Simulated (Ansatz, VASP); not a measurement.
Ta in VASP and in Ansatz

```
Ta
1.0
    -1.77148    1.77148    1.70587
     1.77148   -1.77148    1.70587
     1.77148    1.77148   -1.70587
Ta
1
Direct
  0.00000 0.00000 0.00000
```

Change from the starting cell: strain +0.080 along x and y, +0.040 along z, atoms carried along.

Alike in both runs: task single point; functional PBEsol; k mesh 26 × 26 × 26; occupations gaussian, width 0.15 eV; no spin polarisation.

|  | VASP | Ansatz |
| --- | --- | --- |
| version | VASP 6.6.1 | Ansatz 0.2.0 |
| potentials or method | VASP PAW PBE potentials, release 64 (Ta_pv), cutoff 520 eV | scalar-relativistic, plane waves, PAW |
| valence electrons in the cell | 11 | 13 |

Ansatz gave:

| Quantity | Value |
| --- | --- |
| gap on the k mesh at the Fermi level (eV) | none |
| pressure (GPa) | -27.5 |
| traceless stress, the component that is largest in VASP (GPa) | 1.34 |

Which values does VASP return?

gap on the k mesh at the Fermi level (eV): none; pressure (GPa): -27.6; traceless stress, the component that is largest in VASP (GPa): 1.33.

VASP's potentials were made for PBE, not for PBEsol. A gap of «none» marks a metal or a gap that the smearing closes. With one functional, cell and mesh, what is left measures potentials, basis and numerics. VASP's potentials hold 11 valence electrons a cell and Ansatz's 13, so a difference there can come from the potentials and not from the codes.

Neither program's run includes spin-orbit coupling.
